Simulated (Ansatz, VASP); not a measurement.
**One calculation of ZnS, two programs**

Contents of INCAR:

```
SYSTEM = ZnS
  PREC = Accurate
  ENCUT = 520
  EDIFF = 1E-6
  ISMEAR = -1
  SIGMA = 0.02
  LREAL = .False.
  LASPH = .True.
  NELM = 100
  ALGO = Normal
  ISIF = 2
  LWAVE = .False.
  LCHARG = .False.
  GGA = PE
  NBANDS = 16
```

The input KPOINTS:

```
Automatic mesh
0
Gamma
  8 8 8
  0 0 0
```

Contents of POSCAR:

```
ZnS
1.0
    0.0000000000      2.5310224672      2.5310224672
    2.5310224672      0.0000000000      2.5310224672
    2.5310224672      2.5310224672      0.0000000000
Zn S
1 1
Direct
    0.0000000000      0.0000000000      0.0000000000
    0.5000000000      0.5000000000      0.5000000000
```

Input for Ansatz:

```yaml
crystal:
  lattice:
    - [0.0, 2.5310224672, 2.5310224672]
    - [2.5310224672, 0.0, 2.5310224672]
    - [2.5310224672, 2.5310224672, 0.0]
  atoms:
    - { symbol: Zn, position: [0.0, 0.0, 0.0] }
    - { symbol: S, position: [0.5, 0.5, 0.5] }
kpoints:
  mp_grid: { grid: [8, 8, 8] }
  band_path:
    path:
      - [[0.0, 0.0, 0.0], [0.5, -1.434381804369e-34, 0.5], [0.625, 0.25, 0.625]]
      - [[0.375, 0.375, 0.75], [0.0, 0.0, 0.0], [0.5, 0.5, 0.5], [0.5, 0.25, 0.75], [0.5, -1.434381804369e-34, 0.5]]
    npoints: 10
hamiltonian:
  xc: pbe
scf:
  occupations: { method: fermi_dirac, width: 0.02 }
  n_extra_bands: 4
output:
  forces: true
  stress: true
  eigenvalues: true
```

Alike in both runs: task single point; functional PBE; k mesh 8 × 8 × 8; occupations fermi-dirac, width 0.02 eV; no spin polarisation.

|  | VASP | Ansatz |
| --- | --- | --- |
| version | VASP 6.6.1 | Ansatz 0.2.0 |
| potentials or method | VASP PAW PBE potentials, release 64 (Zn, S) | plane waves, PAW |
| plane-wave cutoff (eV) | 520 | 420 |
| valence electrons in the cell | 18 | 18 |

Ansatz gave:

```
pressure (GPa) : 2.2
```

Problem. Which values does VASP return?

Solution. Pressure (GPa): 2.4.
